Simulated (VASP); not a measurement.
Runs of VASP 6.6.1 on KTaO3. The structure is that of space group P4/mmm (No. 123), or close to it. The cells are those of the table. 

```csv
cell,gap on the mesh (eV),pressure (GPa)
"a = 3.686, b = 3.985, c = 3.985 Å, 5 atoms",2.09,23.0
"a = 4.284, b = 3.985, c = 4.424 Å, 5 atoms",1.54,-21.6
"a = 4.583, b = 3.985, c = 3.985 Å, 5 atoms",1.57,-15.4
"a = 4.284, b = 3.985, c = 3.985 Å, 5 atoms",1.85,-10.3
"a = 3.985, b = 3.985, c = 4.424 Å, 5 atoms",1.72,-13.2
"a = 3.985, b = 3.985, c = 3.547 Å, 5 atoms",(b),39.5
"a = 4.284, b = 3.985, c = 4.205 Å, 5 atoms",1.70,-17.7
"a = 4.583, b = 3.985, c = 3.766 Å, 5 atoms",(c),(a)
```

Alike in all rows: task single point; level PBEsol; potentials or basis VASP PAW PBE potentials, release 64 (K_sv, Ta_pv, O); no spin polarisation; k mesh 8 × 8 × 8; cutoff (eV) 520; smearing gaussian 0.05 eV.

Fill in the values left out.

(a) -4.2; (b) 2.08; (c) 1.56.

Caveats: the PAW data sets were made with another functional, which shifts forces and pressure a little; spin-orbit coupling is left out, which moves the levels of the heavy elements.

A k mesh can miss the band edges, and the runs leave out spin-orbit coupling on Ta.
